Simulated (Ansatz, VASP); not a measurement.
**MgI2 in VASP and in Ansatz**

The input INCAR:

```
SYSTEM = MgI2
PREC = Accurate
ENCUT = 520
EDIFF = 1E-6
ISMEAR = 0
SIGMA = 0.05
LREAL = .False.
LASPH = .True.
NELM = 100
ALGO = Normal
ISIF = 2
LWAVE = .False.
LCHARG = .True.
GGA = PE
LELF = .True.
LVHAR = .True.
NBANDS = 15
```

File KPOINTS:

```
regular mesh
0
Gamma
  6 6 4
  0 0 0
```

Contents of POSCAR:

```
MgI2
1.0
    4.2160056232      0.0000000000      0.0000000000
   -2.1080028116      3.6511679722      0.0000000000
    0.0000000000      0.0000000000      6.8620000000
Mg I
1 2
Direct
    0.0000000000      0.0000000000      0.0000000000
    0.3333333333      0.6666666667      0.7576300000
    0.6666666667      0.3333333333      0.2423700000
```

Input for Ansatz:

```yaml
crystal:
  lattice:
    - [4.2160056232, 0.0, 0.0]
    - [-2.1080028116, 3.6511679722, 0.0]
    - [0.0, 0.0, 6.862]
  atoms:
    - { symbol: Mg, position: [0.0, 0.0, 0.0] }
    - { symbol: I, position: [0.3333333333, 0.6666666667, 0.75763] }
    - { symbol: I, position: [0.6666666667, 0.3333333333, 0.24237] }
basis:
  ecutwfc: 420
kpoints:
  mp_grid: { grid: [6, 6, 4] }
hamiltonian:
  xc: pbe
scf:
  occupations: { method: gaussian, width: 0.05 }
output:
  forces: true
  stress: true
  eigenvalues: true
```

Change from the starting cell: strain +0.015 along x and y, +0.000 along z, atoms carried along.

Alike in both runs: task single point; functional PBE; k mesh 6 × 6 × 4; occupations gaussian, width 0.05 eV; no spin polarisation.

|  | VASP | Ansatz |
| --- | --- | --- |
| version | VASP 6.6.1 | Ansatz 0.2.0 |
| potentials or method | VASP PAW PBE potentials, release 64 (Mg, I), cutoff 520 eV | scalar-relativistic, plane waves, PAW |
| valence electrons in the cell | 16 | 44 |

VASP gave:

| Property | Result |
| --- | --- |
| gap on the k mesh at the Fermi level (eV) | 3.42 |
| least direct gap on the mesh (eV) | 3.47 |
| pressure (GPa) | 0.3 |
| traceless stress, the component that is largest in VASP (GPa) | 0.47 |
| rms of the force components (eV/Å) | 0.035 |

Question: What did Ansatz give for the same quantities?

Answer: gap on the k mesh at the Fermi level (eV): 3.43; least direct gap on the mesh (eV): 3.49; pressure (GPa): 0.3; traceless stress, the component that is largest in VASP (GPa): 0.47; rms of the force components (eV/Å): 0.030.

Atom by atom the forces differ by 0.005 eV/Å (rms over components). VASP's potentials hold 16 valence electrons a cell and Ansatz's 44, so a difference there can come from the potentials and not from the codes.

Spin-orbit coupling is off throughout.
